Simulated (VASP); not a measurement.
# Ag (Fm-3m) in VASP: further runs

Runs on Ag. Level: PBE. Tasks: single point.

All numbers are computed with VASP 6.6.1; they aren't measurements. Logs are shortened: lines on timing, memory, paths and dates and some standing lists are left out, and cuts for length are marked.

## (1) The cell of the first run

Symmetry: Fm-3m, No. 225, cubic system. Conventional cell: a = 4.147 Å, b = 4.147 Å, c = 4.147 Å, α = 90.00°, β = 90.00°, γ = 90.00°. Within 3.9 Å of Ag (site symmetry m-3m) lie 12 Ag at 2.93 Å.

## (2) Single point, PBE

Contents of INCAR:

```
SYSTEM = Ag
PREC     = Accurate       ! precision mode
ENCUT    = 520            ! plane-wave cutoff, eV
EDIFF    = 1E-7           ! SCF threshold, eV
ISMEAR   = 1              ! smearing method
SIGMA    = 0.2            ! smearing width, eV
LREAL    = .False.        ! projectors in reciprocal space
LASPH    = .True.         ! aspherical terms in the spheres
NELM     = 100            ! most SCF steps
ALGO     = Normal         ! electronic algorithm
ISIF     = 2              ! what is computed and relaxed
LWAVE    = .False.        ! write WAVECAR
LCHARG   = .False.        ! write CHGCAR
GGA      = PE             ! functional
NBANDS   = 12             ! bands
```

Contents of KPOINTS:

```
regular mesh
0
Gamma
  13 13 13
  0 0 0
```

Contents of POSCAR:

```
Ag
1.0
    0.0000000000      2.0734381516      2.0734381516
    2.0734381516      0.0000000000      2.0734381516
    2.0734381516      2.0734381516      0.0000000000
Ag
1
Direct
    0.0000000000      0.0000000000      0.0000000000
```

Potentials or basis: VASP PAW PBE potentials, release 64 (Ag).

Launch:

```sh
$ cat potpaw_PBE.64/Ag/POTCAR > POTCAR
$ mpirun -np 1 vasp_std > vasp.out
```

OUTCAR:

```text
SYSTEM = Ag
   PREC = Accurate
   ENCUT = 520
   EDIFF = 1E-7
   ISMEAR = 1
   LREAL = .False.
   LASPH = .True.
   NELM = 100
   ISIF = 2
   GGA = PE

 ion  position               nearest neighbor table
   1  0.000  0.000  0.000-

  LATTYP: Found a face centered cubic cell.
 ALAT       =     4.1468763032

  Lattice vectors:

 A1 = (   0.0000000000,   2.0734381516,   2.0734381516)
 A2 = (   2.0734381516,   0.0000000000,   2.0734381516)
 A3 = (   2.0734381516,   2.0734381516,   0.0000000000)

Analysis of symmetry for initial positions (statically):
=====================================================================
 Subroutine PRICEL returns:
 Original cell was already a primitive cell.

 Routine SETGRP: Setting up the symmetry group for a
 face centered cubic supercell.

 Subroutine GETGRP returns: Found 48 space group operations
 (whereof 48 operations were pure point group operations)
 out of a pool of 48 trial point group operations.

The static configuration has the point symmetry O_h .

Analysis of symmetry for dynamics (positions and initial velocities):
=====================================================================
 Subroutine PRICEL returns:
 Original cell was already a primitive cell.

 Routine SETGRP: Setting up the symmetry group for a
 face centered cubic supercell.

 Subroutine GETGRP returns: Found 48 space group operations
 (whereof 48 operations were pure point group operations)
 out of a pool of 48 trial point group operations.

The dynamic configuration has the point symmetry O_h .

 Subroutine INISYM returns: Found 48 space group operations
 (whereof 48 operations are pure point group operations),
 and found     1 'primitive' translations

----------------------------------------------------------------------------------------

                                     Primitive cell

  volume of cell :      17.8280

  direct lattice vectors                    reciprocal lattice vectors
     0.000000000  2.073438152  2.073438152    -0.241145365  0.241145365  0.241145365
     2.073438152  0.000000000  2.073438152     0.241145365 -0.241145365  0.241145365
     2.073438152  2.073438152  0.000000000     0.241145365  0.241145365 -0.241145365

  length of vectors
     2.932284355  2.932284355  2.932284355     0.417676024  0.417676024  0.417676024

  position of ions in fractional coordinates (direct lattice)
     0.000000000  0.000000000  0.000000000

  ion indices of the primitive-cell ions
   primitive index   ion index
                 1           1

----------------------------------------------------------------------------------------

 KPOINTS: regular mesh

Automatic generation of k-mesh.
 Grid dimensions read from file:
 generate k-points for:   13   13   13

 Generating k-lattice:

  Cartesian coordinates                     Fractional coordinates (reciprocal lattice)
    -0.018549643  0.018549643  0.018549643     0.076923077  0.000000000  0.000000000
     0.018549643 -0.018549643  0.018549643     0.000000000  0.076923077  0.000000000
     0.018549643  0.018549643 -0.018549643     0.000000000  0.000000000  0.076923077

  Length of vectors
     0.032128925  0.032128925  0.032128925

  Shift w.r.t. Gamma in fractional coordinates (k-lattice)
     0.000000000  0.000000000  0.000000000

 Subroutine IBZKPT returns following result:
 ===========================================

 Found     84 irreducible k-points:

 Following reciprocal coordinates:
            Coordinates               Weight
  0.000000  0.000000  0.000000      1.000000
  0.076923  0.000000  0.000000      8.000000
  0.153846  0.000000  0.000000      8.000000
  0.230769  0.000000  0.000000      8.000000
  0.307692  0.000000  0.000000      8.000000
  0.384615  0.000000  0.000000      8.000000
[... 16 lines left out ...]
  0.384615  0.153846  0.000000     24.000000
  0.461538  0.153846  0.000000     24.000000
 [... further k-points ...]
   k-points           NKPTS =     84   k-points in BZ     NKDIM =     84   number of bands    NBANDS=     12
   number of dos      NEDOS =    301   number of ions     NIONS =      1
   total plane-waves  NPLWV =  13824
   dimension x,y,z NGX =    24 NGY =   24 NGZ =   24
   dimension x,y,z NGXF=    48 NGYF=   48 NGZF=   48
   ions per type =               1
   NGX,Y,Z   is equivalent  to a cutoff of  13.61, 13.61, 13.61 a.u.
   NGXF,Y,Z  is equivalent  to a cutoff of  27.21, 27.21, 27.21 a.u.
 SYSTEM =  Ag
   PREC   = accura    normal or accurate (medium, high low for compatibility)
   ISTART =      0    job   : 0-new  1-cont  2-samecut
   ICHARG =      2    charge: 1-file 2-atom 10-const
   ISPIN  =      1    spin polarized calculation?
   LNONCOLLINEAR =      F non collinear calculations
   LSORBIT =      F    spin-orbit coupling
   LASPH  =      T    aspherical Exc in radial PAW
   ENCUT  =  520.0 eV  38.22 Ry    6.18 a.u.   5.45  5.45  5.45*2*pi/ulx,y,z
   NELM   =    100;   NELMIN=  2; NELMDL= -5     # of ELM steps
   EDIFF  = 0.1E-06   stopping-criterion for ELM
   LREAL  =      F    real-space projection
   EDIFFG = 0.1E-05   stopping-criterion for IOM
   NSW    =      0    number of steps for IOM
   IBRION =     -1    ionic relax: 0-MD 1-quasi-New 2-CG
   NFREE  =      0    steps in history (QN), initial steepest desc. (CG)
   ISIF   =      2    stress and relaxation
   ISYM   =      2    0-nonsym 1-usesym 2-fastsym
   POTIM  = 0.5000    time-step for ionic-motion
   TEBEG  =    0.0;   TEEND  =   0.0 temperature during run
   PSTRESS=    0.0 pullay stress
   NELECT =      11.0000    total number of electrons
   NUPDOWN=      -1.0000    fix difference up-down
   EMIN   =  10.00;   EMAX   =-10.00  energy-range for DOS
   EFERMI =   0.00;   METHOD = LEGACY
   ISMEAR =     1;   SIGMA  =   0.20  broadening in eV -4-tet -1-fermi 0-gaus
   EFERMI_NEDOS =   21; number of points for ismear=-14 and -15
   IALGO  =     38    algorithm
   IMIX   =      4    mixing-type and parameters
     AMIX     =   0.40;   BMIX     =  1.00
     AMIX_MAG =   1.60;   BMIX_MAG =  1.00
  volume/ion in A,a.u.               =      17.83       120.31
  Fermi-wavevector in a.u.,A,eV,Ry     =   1.393706  2.633723 26.428197  1.942418
  Thomas-Fermi vector in A             =   2.517327
   LORBIT       =      0    0 simple, 1 ext, 2 COOP (PROOUT), +10 PAW based schemes
   GGA     = PE    functional components
   LHFCALC =     F    Hartree Fock is set to
   AEXX    =    0.0000 exact exchange contribution
   IVDW    =     0    specifies the selected vdW correction
   LEPSILON=     F    determine dielectric tensor
   LRPA    =     F    only Hartree local field effects (RPA)
 non-spin polarized calculation
 Methfessel and Paxton  Order N= 1 SIGMA  =   0.20
  energy-cutoff  :      520.00
  volume of cell :       17.83
 maximum number of plane-waves:       531
 NGX is ok and might be reduce to    24
   NGX = 11   NGY = 11   NGZ = 11

 number of electron      11.0000000 magnetization

 Free energy of the ion-electron system (eV)
  ---------------------------------------------------
  ext. energy  EPLUGINS =         0.00000000
  ---------------------------------------------------
  free energy    TOTEN  =        -2.71545758 eV

  energy without entropy =       -2.71434389  energy(sigma->0) =       -2.71508635

 E-fermi :   8.0106     XC(G=0): -11.9463

 val. band max:        8.0057653239   @ k =  -0.3077   0.2308   0.0000
 cond. band min:       8.0371612382   @ k =   0.4615   0.3077   0.0000
 fundamental gap:      0.0313959143
 Fermi energy:         8.0105680202

 k-point     1 :       0.0000    0.0000    0.0000
  band No.  band energies     occupation
      1       0.3794      2.00000
      2       3.1709      2.00000
      3       3.1709      2.00000
      4       3.1709      2.00000
      5       4.1253      2.00000
      6       4.1253      2.00000
      7      23.7461      0.00000
      8      27.0606      0.00000
      9      27.0606      0.00000
     10      27.0606      0.00000
     11      31.7632      0.00000
     12      32.6242      0.00000

 k-point     2 :       0.0769    0.0000    0.0000
  band No.  band energies     occupation
      1       0.5569      2.00000
      2       3.1338      2.00000
      3       3.2177      2.00000
      4       3.2177      2.00000
      5       4.1086      2.00000
      6       4.1086      2.00000
      7      23.7149      0.00000
      8      25.6593      0.00000
      9      27.1058      0.00000
     10      27.1058      0.00000
     11      31.4883      0.00000
     12      32.4468      0.00000

 k-point     3 :       0.1538    0.0000    0.0000
  band No.  band energies     occupation
      1       1.0459      2.00000
      2       3.0803      2.00000
      3       3.3191      2.00000
      4       3.3191      2.00000
      5       4.0965      2.00000
      6       4.0965      2.00000
      7      22.2172      0.00000
      8      24.5945      0.00000
      9      27.1623      0.00000
     10      27.1623      0.00000
     11      30.3865      0.00000
     12      31.7663      0.00000
[... 286 lines left out ...]
 k-point    23 :       0.3846    0.1538    0.0000
  band No.  band energies     occupation
      1       2.1157      2.00000
      2       3.0768      2.00000
      3       3.3740      2.00000
      4       3.6011      2.00000
      5       4.7614      2.00000
      6       5.8833      2.00000
      7      15.9246      0.00000
      8      22.7891      0.00000
      9      22.7978      0.00000
     10      24.5268      0.00000
     11      31.2489      0.00000
     12      32.3667      0.00000

 k-point    24 :       0.4615    0.1538    0.0000
  band No.  band energies     occupation
      1       2.0491      2.00000
      2       2.9967      2.00000
      3       3.5146      2.00000
      4       3.7512      2.00000
      5       4.8818      2.00000
      6       7.4759      2.00103
      7      13.2795      0.00000
      8      21.7963      0.00000
      9      22.8586      0.00000
     10      24.0282      0.00000
     11      32.1649      0.00000
     12      32.1792      0.00000

 [... further k-points ...]

------------------------ aborting loop because EDIFF is reached ----------------------------------------

  FORCE on cell =-STRESS in cart. coord.  units (eV):
  Direction    XX          YY          ZZ          XY          YZ          ZX
  --------------------------------------------------------------------------------------
  -------------------------------------------------------------------------------------
  Total       -0.0198882     -0.0198882     -0.0198882     -0.0000000      0.0000000      0.0000000
  in kB       -1.7873259     -1.7873259     -1.7873259     -0.0000000      0.0000000      0.0000000
  external PRESSURE =      -1.7873259 kB  Pullay stress =       0.0000000 kB

 VOLUME and BASIS-vectors are now :
 -----------------------------------------------------------------------------
  energy-cutoff  :      520.00
  volume of cell :       17.83
      direct lattice vectors                 reciprocal lattice vectors
     0.000000000  2.073438152  2.073438152    -0.241145365  0.241145365  0.241145365
     2.073438152  0.000000000  2.073438152     0.241145365 -0.241145365  0.241145365
     2.073438152  2.073438152  0.000000000     0.241145365  0.241145365 -0.241145365

 POSITION                                       TOTAL-FORCE (eV/Angst)
 -----------------------------------------------------------------------------------
      0.00000      0.00000      0.00000         0.000000      0.000000      0.000000
 -----------------------------------------------------------------------------------
    total drift:                               -0.000000      0.000000      0.000000

  FREE ENERGIE OF THE ION-ELECTRON SYSTEM (eV)
  ---------------------------------------------------
  free  energy   TOTEN  =        -2.7154575809 eV

  energy  without entropy=       -2.7143438949  energy(sigma->0) =       -2.71508635
```

Run time: 6.3 s. Hardware: 1 thread of Intel Xeon 6975P-C (Granite Rapids), shared host; peak memory 0.14 GiB.

What came out:

- Free energy: -2.7155 eV
- Pressure: -0.2 GPa

Levels at points of the mesh, in eV from the Fermi level:
| k point | band 4 | band 5 | band 6 | band 7 | band 8 | band 9 |
| --- | --- | --- | --- | --- | --- | --- |
| (0.00, 0.00, 0.00) | -4.84 | -3.89 | -3.89 | 15.74 | 19.05 | 19.05 |

## (3) Single point, PBE

Contents of INCAR:

```
PREC = Accurate
ENCUT = 520
EDIFF = 1E-6
ISMEAR = -1
SIGMA = 0.1
LREAL = False
LASPH = True
NELM = 80
ALGO = Normal
ISIF = 2
LWAVE = False
LCHARG = False
GGA = PE
NBANDS = 12
```

Contents of KPOINTS:

```
Automatic mesh
0
Gamma
  13 13 13
```

POSCAR is that of step 2.

Potentials or basis: VASP PAW PBE potentials, release 64 (Ag).

Launch:

```sh
$ cat potpaw_PBE.64/Ag/POTCAR > POTCAR
$ mpirun -np 1 vasp_std > vasp.out
```

It took 11 s on 1 thread of AMD EPYC 7R13 (Zen 3), shared host; peak memory 0.12 GiB.

It converged, with:

```
Free energy : -2.7212 eV
Pressure    : -0.1 GPa
```

Levels at points of the mesh, in eV from the Fermi level:
```tsv
k point	band 4	band 5	band 6	band 7	band 8	band 9
(0.00, 0.00, 0.00)	-4.80	-3.85	-3.85	15.77	19.09	19.09
```
